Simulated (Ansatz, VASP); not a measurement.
# One calculation of Be, two programs

```
CELL_PARAMETERS angstrom
1.16914 -4.21566 0.00000
1.16914 4.21566 0.00000
0.00000 0.00000 3.56287
ATOMIC_POSITIONS crystal
Be 0.14496 0.85504 0.00000
Be 0.64496 0.35504 0.50000
Be 0.85504 0.14496 0.00000
Be 0.35504 0.64496 0.50000
```

Alike in both runs: functional PBEsol; k mesh 6 × 6 × 6; occupations gaussian, width 0.1 eV; no spin polarisation.

Ansatz relaxed the structure, and its values are those at the end. VASP's run is a single point on that final structure, the one shown.

```csv
,VASP,Ansatz
version,VASP 6.6.1,Ansatz 0.2.0
potentials or method,"VASP PAW PBE potentials, release 64 (Be), cutoff 520 eV","scalar-relativistic, plane waves, PAW"
valence electrons in the cell,8,8
```

|  | VASP | Ansatz | Ansatz less VASP |
| --- | --- | --- | --- |
| gap on the k mesh at the Fermi level (eV) | none | none | - |
| pressure (GPa) | 0.4 | 0.0 | -0.34 |
| rms of the force components (eV/Å) | 0.011 | 0.000 | -0.0102 |

VASP's potentials were made for PBE, not for PBEsol. A gap of «none» marks a metal or a gap that the smearing closes. With one functional, cell and mesh, what is left measures potentials, basis and numerics.

The k mesh is coarse, so the values compare programs but aren't converged.
